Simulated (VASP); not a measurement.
Here is a VASP 6.6.1 calculation.

File INCAR:

```
PREC     = Accurate       # precision mode
ENCUT    = 520            # plane-wave cutoff, eV
EDIFF    = 1E-7           # SCF threshold, eV
ISMEAR   = -1             # smearing method
SIGMA    = 0.1            # smearing width, eV
LREAL    = F              # projectors in reciprocal space
LASPH    = T              # aspherical terms in the spheres
NELM     = 100            # most SCF steps
ALGO     = Normal         # electronic algorithm
ISIF     = 2              # what is computed and relaxed
LWAVE    = F              # write WAVECAR
LCHARG   = F              # write CHGCAR
GGA      = CA             # functional
NBANDS   = 12             # bands
```

File KPOINTS:

```
Automatic mesh
0
Gamma
  17 17 17
```

The input POSCAR:

```
Ag
1.0
   -1.3782453481      1.3782453481      1.3782453481
    1.3782453481     -1.3782453481      1.3782453481
    1.3782453481      1.3782453481     -1.3782453481
Ag
1
Direct
    0.0000000000      0.0000000000      0.0000000000
```

Potentials or basis: VASP PAW LDA potentials, release 64 (Ag).

Command:

```console
$ cat potpaw_LDA.64/Ag/POTCAR > POTCAR
$ mpirun -np 1 vasp_std > vasp.out
```

(1) Predict the pressure.

Answers

(1) 192.3 GPa.
